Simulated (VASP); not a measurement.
Pd: single point with PBE

The system is Pd.

```
Pd
1.0
     0.00000    2.02436    1.94650
     2.02436    0.00000    1.94650
     2.02436    2.02436    0.00000
Pd
1
Direct
  0.00000 0.00000 0.00000
```

```yaml
Program: VASP 6.6.1
Task: single point
Functional: PBE
Potentials_or_basis: VASP PAW PBE potentials, release 64 (Pd)
Cutoff: 520 eV
k_mesh: 10 × 10 × 10
Occupations: fermi-dirac, width 0.05 eV
Spin: no spin polarisation
```

```json
{
  "Pressure": "-6.4 GPa",
  "Band gap on the k mesh": "zero (band 5 reaches 8.86 eV, above the bottom of band 6 at 7.37 eV)"
}
```

Stress tensor (GPa, compression positive):
```
-6.88  0.00  0.00
 0.00 -6.88  0.00
 0.00  0.00 -5.40
```

Levels at points of the mesh, in eV from the Fermi level:
| k point | band 3 | band 4 | band 5 | band 6 | band 7 | band 8 |
| --- | --- | --- | --- | --- | --- | --- |
| (0.00, 0.00, 0.00) | -2.60 | -2.29 | -1.26 | -0.93 | 17.15 | 21.19 |
| (0.50, 0.00, 0.00) | -2.38 | -0.11 | 0.04 | 1.19 | 6.73 | 16.40 |
| (0.50, 0.50, 0.00) | -0.06 | 0.25 | 0.25 | 3.85 | 10.66 | 12.31 |
| (0.50, 0.00, 0.50) | -0.07 | 0.13 | 0.34 | 3.12 | 9.65 | 12.94 |

Run time: 22 s on 1 thread of AMD EPYC 7R43 64-Core Processor (Zen 3), on a shared host, peak memory 0.12 GiB.
